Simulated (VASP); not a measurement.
C, 8 atoms in the cell. Symmetry: P2_1, No. 4, monoclinic system. Conventional cell: a = 2.518 Å, b = 8.305 Å, c = 2.518 Å, α = 90.00°, β = 120.00°, γ = 90.00°. C (site symmetry 1) has 4 C at 1.52 to 1.57 Å within 2.0 Å. C (site symmetry 1) has 4 C at 1.52 to 1.57 Å within 2.0 Å. C (site symmetry 1) has 4 C at 1.52 to 1.60 Å within 2.0 Å. C (site symmetry 1) has 4 C at 1.52 to 1.60 Å within 2.0 Å.  This cell differs from its parent crystal: atoms displaced along a vibrational mode.

```yaml
Program: VASP 6.6.1
Task: single point
Functional: PBE
Potentials_or_basis: VASP PAW PBE potentials, release 64 (C)
Cutoff: 520 eV
k_mesh: 12 × 12 × 4
Occupations: gaussian, width 0.05 eV
Spin: no spin polarisation
Dipole_correction: no
Further_INCAR_settings: ALGO = Normal; EDIFF = 1e-06; NBANDS = 26
```

Potentials or basis: VASP PAW PBE potentials, release 64 (C).

Run with:

```sh
$ cat potpaw_PBE.64/C/POTCAR > POTCAR
$ mpirun -np 1 vasp_std > vasp.out
```

Hardware: 1 thread of AMD EPYC 7R13 (shared host).

**Question.** How long does it take, and how much memory?

**Answer.** Run time: 5.2 min on 1 thread of AMD EPYC 7R13, on a shared host, peak memory 0.26 GiB. Counts: scf iterations 13, k points 222.
